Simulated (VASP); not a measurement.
**C: relaxation of cell and atoms with PBE**

Crystal: C.

```
CELL_PARAMETERS angstrom
-1.72282 1.72282 3.82644
1.72282 -1.72282 3.82644
1.72282 1.72282 -3.82644
ATOMIC_POSITIONS crystal
C 0.50000 0.19987 0.69987
C 0.80013 0.50000 0.30013
C 0.19987 0.50000 0.69987
C 0.50000 0.80013 0.30013
```

```
Program                : VASP 6.6.1
Task                   : relaxation of cell and atoms
Functional             : PBE
Potentials or basis    : VASP PAW PBE potentials, release 64 (C)
Cutoff                 : 600 eV
k mesh                 : 18 × 18 × 18
Occupations            : gaussian, width 0.1 eV
Spin                   : no spin polarisation
Dipole correction      : no
Further INCAR settings : ALGO = Normal; EDIFF = 1e-06; IBRION = 2; EDIFFG = -0.01; NSW = 100; ISIF = 3
```

```json
{
 "Relaxed volume": "12.14 Å³/atom",
 "Relaxed cell": "a = 4.762 Å, b = 4.762 Å, c = 4.762 Å, α = 137.59°, β = 137.59°, γ = 61.53°",
 "Space group after relaxing (to 0.05 Å)": "I4/mmm (No. 139)",
 "Energy gained by relaxing": "1.3 meV/atom",
 "Ionic steps": "17",
 "Pressure after relaxing": "0.0 GPa",
 "Largest force after relaxing": "0.008 eV/Å",
 "Band gap on the k mesh": "zero (band 8 reaches 3.80 eV, above the bottom of band 9 at -0.43 eV)"
}
```

Forces in eV/Å, atoms in the order of the input:
```
C    0.008  0.000  0.000
C    0.000 -0.008  0.000
C    0.000  0.008  0.000
C   -0.008  0.000  0.000
```

Stress tensor (GPa, compression positive):
```
-0.09  0.00  0.00
 0.00 -0.09  0.00
 0.00  0.00  0.05
```

The path:
| step | energy change (eV) | largest force (eV/Å) | pressure (GPa) | volume (Å³) |
| --- | --- | --- | --- | --- |
| 1 | 0.0000 | 0.2975 | -0.05 | 45.43 |
| 2 | 0.0396 | 1.6903 | 0.59 | 45.41 |
| 3 | -0.0014 | 0.0013 | -0.01 | 45.43 |
| 4 | -0.0014 | 0.0039 | -0.01 | 45.43 |
| 5 | -0.0015 | 0.0003 | 0.35 | 45.42 |
| 6 | -0.0015 | 0.0000 | 0.35 | 45.42 |
| 7 | -0.0015 | 0.0009 | 0.35 | 45.45 |
| 8 | -0.0017 | 0.0035 | 0.33 | 45.55 |
| 9 | -0.0022 | 0.0090 | 0.31 | 45.74 |
| 10 | -0.0029 | 0.0200 | 0.26 | 46.13 |
| 11 | -0.0040 | 0.0417 | 0.15 | 46.91 |
| 12 | -0.0051 | 0.0836 | -0.04 | 48.46 |
| 13 | -0.0052 | 0.0383 | -0.02 | 48.60 |
| 14 | -0.0053 | 0.0178 | -0.02 | 48.58 |
| 15 | -0.0053 | 0.0159 | -0.04 | 48.58 |
| 16 | -0.0052 | 0.0340 | -0.02 | 48.52 |
| 17 | -0.0053 | 0.0078 | -0.04 | 48.57 |

Final structure:
```xyz
4
Lattice="-1.7225 1.7225 4.0922 1.7225 -1.7225 4.0922 1.7225 1.7225 -4.0922" Properties=species:S:1:pos:R:3 pbc="T T T"
C     0.6863    1.7225    0.0000
C     0.0000    1.0362    4.0922
C     1.7225    0.6863    0.0000
C     1.0362    0.0000    4.0922
```

Levels at points of the mesh, in eV from the Fermi level:
```csv
k point,band 4,band 5,band 6,band 7,band 8,band 9,band 10,band 11,band 12
"(0.00, 0.00, 0.00)",-9.12,-9.12,-6.66,-2.62,1.61,3.75,3.75,3.78,6.80
"(0.50, 0.00, 0.00)",-7.65,-5.80,-5.37,-4.92,-2.69,4.21,5.63,6.18,7.51
"(0.50, 0.50, 0.00)",-8.56,-3.39,-3.38,-2.80,-2.55,-2.09,7.94,8.29,8.70
"(0.50, 0.50, 0.50)",-9.15,-9.15,-7.23,-2.61,1.94,4.07,4.07,6.85,6.85
```

Run time: 57 min on 1 thread of AMD EPYC 7R43 64-Core Processor (Zen 3), with other jobs on the host, peak memory 0.38 GiB.
